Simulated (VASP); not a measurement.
# BN in VASP: settings compared

Aim: see how the results for BN move with the level of theory and the settings. Levels: PBE, r2SCAN. Tasks: single point.

Everything below comes from runs of VASP 6.6.1. Logs are shortened: lines on timing, memory, paths and dates and some standing lists are left out, and cuts for length are marked.

## Step 1: The cell of the first run

The structure is orthorhombic, space group Immm (No. 71). Conventional cell: a = 2.457 Å, b = 2.481 Å, c = 3.492 Å, α = 90.00°, β = 90.00°, γ = 90.00°. B (site symmetry mmm) has 6 N at 1.75 Å within 2.3 Å. Within 2.3 Å of N (site symmetry mmm) lie 6 B at 1.75 Å.

## Step 2: Single point, PBE (shear xy strain +1.0%)

INCAR

```
  ALGO = Normal
  EDIFF = 1E-7
  ENCUT = 520
  GGA = PE
  ISIF = 2
  ISMEAR = 0
  LASPH = True
  LCHARG = False
  LREAL = False
  LWAVE = False
  NBANDS = 11
  NELM = 60
  PREC = Accurate
  SIGMA = 0.01
```

KPOINTS

```
k-points
0
Gamma
  8 8 8
```

POSCAR

```
BN
1.0
    0.0087291298      1.7458259515      1.7458259515
    1.7458259515      0.0087291298      1.7458259515
    1.7545550812      1.7545550812     -0.0000000001
B N
1 1
Direct
    0.0000000000      0.0000000000      0.0000000000
    0.5000000000      0.5000000000      0.5000000000
```

Potentials or basis: VASP PAW PBE potentials, release 64 (B, N).

Launch:

```
> cat potpaw_PBE.64/B/POTCAR potpaw_PBE.64/N/POTCAR > POTCAR
> mpirun -np 1 vasp_std > vasp.out
```

OUTCAR:

```text
EDIFF = 1E-7
   ENCUT = 520
   GGA = PE
   ISIF = 2
   ISMEAR = 0
   LASPH = True
   LREAL = False
   NELM = 60
   PREC = Accurate

 ion  position               nearest neighbor table
   1  0.000  0.000  0.000-   2 1.75   2 1.75   2 1.75   2 1.75   2 1.75   2 1.75
   2  0.500  0.500  0.500-   1 1.75   1 1.75   1 1.75   1 1.75   1 1.75   1 1.75

  LATTYP: Found a body centered orthorhombic cell.
 ALAT       =     2.4566258844
 B/A-ratio  =     1.0100502512
 C/A-ratio  =     1.4213201633

  Lattice vectors:

 A1 = (   1.7458259514,   0.0087291297,  -1.7458259516)
 A2 = (  -1.7458259515,  -0.0087291298,  -1.7458259515)
 A3 = (   0.0087291298,   1.7458259515,   1.7458259515)

Analysis of symmetry for initial positions (statically):
=====================================================================
 Subroutine PRICEL returns:
 Original cell was already a primitive cell.

 Routine SETGRP: Setting up the symmetry group for a
 body centered orthorhombic supercell.

 Subroutine GETGRP returns: Found  8 space group operations
 (whereof  8 operations were pure point group operations)
 out of a pool of  8 trial point group operations.

The static configuration has the point symmetry D_2h.

Analysis of symmetry for dynamics (positions and initial velocities):
=====================================================================
 Subroutine PRICEL returns:
 Original cell was already a primitive cell.

 Routine SETGRP: Setting up the symmetry group for a
 body centered orthorhombic supercell.

 Subroutine GETGRP returns: Found  8 space group operations
 (whereof  8 operations were pure point group operations)
 out of a pool of  8 trial point group operations.

The dynamic configuration has the point symmetry D_2h.

 Subroutine INISYM returns: Found  8 space group operations
 (whereof  8 operations are pure point group operations),
 and found     1 'primitive' translations

----------------------------------------------------------------------------------------

                                     Primitive cell

  volume of cell :      10.6420

  direct lattice vectors                    reciprocal lattice vectors
     0.008729130  1.745825952  1.745825952    -0.287836575  0.287836575  0.286397392
     1.745825952  0.008729130  1.745825952     0.287836575 -0.287836575  0.286397392
     1.754555081  1.754555081 -0.000000000     0.284972530  0.284972530 -0.286397392

  length of vectors
     2.468986169  2.468986169  2.481315592     0.497718047  0.497718047  0.494410914

  position of ions in fractional coordinates (direct lattice)
     0.000000000  0.000000000  0.000000000
     0.500000000  0.500000000  0.500000000

  ion indices of the primitive-cell ions
   primitive index   ion index
                 1           1
                 2           2

----------------------------------------------------------------------------------------

 KPOINTS: k-points

Automatic generation of k-mesh.
 Grid dimensions read from file:
 generate k-points for:    8    8    8

 Generating k-lattice:

  Cartesian coordinates                     Fractional coordinates (reciprocal lattice)
    -0.035979572  0.035979572  0.035799674     0.125000000  0.000000000  0.000000000
     0.035979572 -0.035979572  0.035799674     0.000000000  0.125000000  0.000000000
     0.035621566  0.035621566 -0.035799674    -0.000000000 -0.000000000  0.125000000

  Length of vectors
     0.062214756  0.062214756  0.061801364

  Shift w.r.t. Gamma in fractional coordinates (k-lattice)
     0.000000000  0.000000000  0.000000000

 Subroutine IBZKPT returns following result:
 ===========================================

 Found     95 irreducible k-points:

 Following reciprocal coordinates:
            Coordinates               Weight
  0.000000  0.000000  0.000000      1.000000
  0.125000 -0.000000 -0.000000      4.000000
  0.250000 -0.000000 -0.000000      4.000000
  0.375000 -0.000000  0.000000      4.000000
  0.500000 -0.000000 -0.000000      2.000000
  0.125000  0.125000 -0.000000      2.000000
[... 16 lines left out ...]
  0.125000 -0.000000  0.125000      4.000000
  0.250000 -0.000000  0.125000      8.000000
 [... further k-points ...]
   k-points           NKPTS =     95   k-points in BZ     NKDIM =     95   number of bands    NBANDS=     11
   number of dos      NEDOS =    301   number of ions     NIONS =      2
   total plane-waves  NPLWV =   5832
   dimension x,y,z NGX =    18 NGY =   18 NGZ =   18
   dimension x,y,z NGXF=    36 NGYF=   36 NGZF=   36
   ions per type =               1   1
   NGX,Y,Z   is equivalent  to a cutoff of  12.12, 12.12, 12.06 a.u.
   NGXF,Y,Z  is equivalent  to a cutoff of  24.24, 24.24, 24.12 a.u.
 SYSTEM =  unknown system
   PREC   = accura    normal or accurate (medium, high low for compatibility)
   ISTART =      0    job   : 0-new  1-cont  2-samecut
   ICHARG =      2    charge: 1-file 2-atom 10-const
   ISPIN  =      1    spin polarized calculation?
   LNONCOLLINEAR =      F non collinear calculations
   LSORBIT =      F    spin-orbit coupling
   LASPH  =      T    aspherical Exc in radial PAW
   ENCUT  =  520.0 eV  38.22 Ry    6.18 a.u.   4.59  4.59  4.61*2*pi/ulx,y,z
   NELM   =     60;   NELMIN=  2; NELMDL= -5     # of ELM steps
   EDIFF  = 0.1E-06   stopping-criterion for ELM
   LREAL  =      F    real-space projection
   EDIFFG = 0.1E-05   stopping-criterion for IOM
   NSW    =      0    number of steps for IOM
   IBRION =     -1    ionic relax: 0-MD 1-quasi-New 2-CG
   NFREE  =      0    steps in history (QN), initial steepest desc. (CG)
   ISIF   =      2    stress and relaxation
   ISYM   =      2    0-nonsym 1-usesym 2-fastsym
   POTIM  = 0.5000    time-step for ionic-motion
   TEBEG  =    0.0;   TEEND  =   0.0 temperature during run
   PSTRESS=    0.0 pullay stress
   NELECT =       8.0000    total number of electrons
   NUPDOWN=      -1.0000    fix difference up-down
   EMIN   =  10.00;   EMAX   =-10.00  energy-range for DOS
   EFERMI =   0.00;   METHOD = LEGACY
   ISMEAR =     0;   SIGMA  =   0.01  broadening in eV -4-tet -1-fermi 0-gaus
   EFERMI_NEDOS =   21; number of points for ismear=-14 and -15
   IALGO  =     38    algorithm
   IMIX   =      4    mixing-type and parameters
     AMIX     =   0.40;   BMIX     =  1.00
     AMIX_MAG =   1.60;   BMIX_MAG =  1.00
  volume/ion in A,a.u.               =       5.32        35.91
  Fermi-wavevector in a.u.,A,eV,Ry     =   1.488553  2.812956 30.147635  2.215789
  Thomas-Fermi vector in A             =   2.601573
   LORBIT       =      0    0 simple, 1 ext, 2 COOP (PROOUT), +10 PAW based schemes
   GGA     = PE    functional components
   LHFCALC =     F    Hartree Fock is set to
   AEXX    =    0.0000 exact exchange contribution
   IVDW    =     0    specifies the selected vdW correction
   LEPSILON=     F    determine dielectric tensor
   LRPA    =     F    only Hartree local field effects (RPA)
 non-spin polarized calculation
 Gauss-broadening in eV      SIGMA  =   0.01
  energy-cutoff  :      520.00
  volume of cell :       10.64
 maximum number of plane-waves:       302
   NGX =  9   NGY =  9   NGZ =  9

 number of electron       7.9999998 magnetization

 Free energy of the ion-electron system (eV)
  ---------------------------------------------------
  ext. energy  EPLUGINS =         0.00000000
  ---------------------------------------------------
  free energy    TOTEN  =       -13.93917877 eV

  energy without entropy =      -13.93917877  energy(sigma->0) =      -13.93917877

 E-fermi :  10.5508     XC(G=0): -13.7602

 val. band max:       10.3994358640   @ k =   0.1250   0.1250   0.3750
 cond. band min:      11.6464105721   @ k =   0.5000   0.5000  -0.0000
 fundamental gap:      1.2469747081
 Fermi energy:        10.5508146348

 k-point     1 :       0.0000    0.0000    0.0000
  band No.  band energies     occupation
      1     -12.1034      2.00000
      2       9.4083      2.00000
      3       9.5259      2.00000
      4       9.6471      2.00000
      5      19.6255      0.00000
      6      22.4621      0.00000
      7      22.4956      0.00000
      8      22.5338      0.00000
      9      28.7783      0.00000
     10      29.0020      0.00000
     11      29.2141      0.00000

 k-point     2 :       0.1250   -0.0000   -0.0000
  band No.  band energies     occupation
      1     -11.6615      2.00000
      2       7.8364      2.00000
      3       9.3818      2.00000
      4       9.5306      2.00000
      5      19.8864      0.00000
      6      21.1012      0.00000
      7      21.1266      0.00000
      8      22.3432      0.00000
      9      28.1393      0.00000
     10      29.8775      0.00000
     11      30.1814      0.00000

 k-point     3 :       0.2500   -0.0000   -0.0000
  band No.  band energies     occupation
      1     -10.3642      2.00000
      2       4.0467      2.00000
      3       9.3967      2.00000
      4       9.5181      2.00000
      5      18.5179      0.00000
      6      18.5225      0.00000
      7      19.0038      0.00000
      8      23.1415      0.00000
      9      28.7615      0.00000
     10      32.8981      0.00000
     11      33.2268      0.00000

 k-point     4 :       0.3750   -0.0000    0.0000
  band No.  band energies     occupation
      1      -8.3760      2.00000
      2       0.0949      2.00000
      3       9.5566      2.00000
      4       9.6452      2.00000
      5      16.3667      0.00000
      6      16.4156      0.00000
      7      17.9584      0.00000
      8      23.8730      0.00000
      9      31.1513      0.00000
     10      37.4500      0.00000
     11      37.8055      0.00000
[... 239 lines left out ...]
 k-point    22 :       0.0000    0.0000    0.1250
  band No.  band energies     occupation
      1     -11.6679      2.00000
      2       7.6633      2.00000
      3       9.4660      2.00000
      4       9.6155      2.00000
      5      19.9632      0.00000
      6      21.1154      0.00000
      7      21.1387      0.00000
      8      22.3466      0.00000
      9      28.0640      0.00000
     10      30.0017      0.00000
     11      30.2992      0.00000

 k-point    23 :       0.1250   -0.0000    0.1250
  band No.  band energies     occupation
      1     -11.5169      2.00000
      2       8.5586      2.00000
      3       8.5933      2.00000
      4       8.8819      2.00000
      5      18.9114      0.00000
      6      20.6609      0.00000
      7      22.5678      0.00000
      8      22.5711      0.00000
      9      25.7883      0.00000
     10      31.7176      0.00000
     11      31.7281      0.00000

 k-point    24 :       0.2500   -0.0000    0.1250
  band No.  band energies     occupation
      1     -10.4958      2.00000
      2       5.5492      2.00000
      3       7.9570      2.00000
      4       9.1126      2.00000
      5      16.4663      0.00000
      6      20.6336      0.00000
      7      21.5313      0.00000
      8      23.0518      0.00000
      9      25.4710      0.00000
     10      34.0066      0.00000
     11      34.9406      0.00000

 [... further k-points ...]
[... 5 lines left out ...]
  --------------------------------------------------------------------------------------
  -------------------------------------------------------------------------------------
  Total        0.2580733      0.2580733      0.2520691     -0.4189177      0.0000000      0.0000000
  in kB       38.8536308     38.8536308     37.9496908    -63.0692026      0.0000000      0.0000000
  external PRESSURE =      38.5523175 kB  Pullay stress =       0.0000000 kB

 VOLUME and BASIS-vectors are now :
 -----------------------------------------------------------------------------
  energy-cutoff  :      520.00
  volume of cell :       10.64
      direct lattice vectors                 reciprocal lattice vectors
     0.008729130  1.745825952  1.745825952    -0.287836575  0.287836575  0.286397392
     1.745825952  0.008729130  1.745825952     0.287836575 -0.287836575  0.286397392
     1.754555081  1.754555081 -0.000000000     0.284972530  0.284972530 -0.286397392

 POSITION                                       TOTAL-FORCE (eV/Angst)
 -----------------------------------------------------------------------------------
      0.00000      0.00000      0.00000        -0.000000     -0.000000     -0.000000
      1.75456      1.75456      1.74583         0.000000      0.000000      0.000000
 -----------------------------------------------------------------------------------
    total drift:                               -0.000000     -0.000000     -0.000000

  FREE ENERGIE OF THE ION-ELECTRON SYSTEM (eV)
  ---------------------------------------------------
  free  energy   TOTEN  =       -13.9391787657 eV

  energy  without entropy=      -13.9391787657  energy(sigma->0) =      -13.93917877
```

Wall time 8.8 s (1 thread of Intel Xeon 6975P-C, shared host); peak memory 0.12 GiB.

What came out:

```
Free energy            : -13.9392 eV
Pressure               : 3.9 GPa
Band gap on the k mesh : 1.25 eV, indirect (least direct gap 5.76 eV)
```

Caveat: the cell differs from its parent crystal (shear xy strain +1.0%).

[end of part 1 of 2]
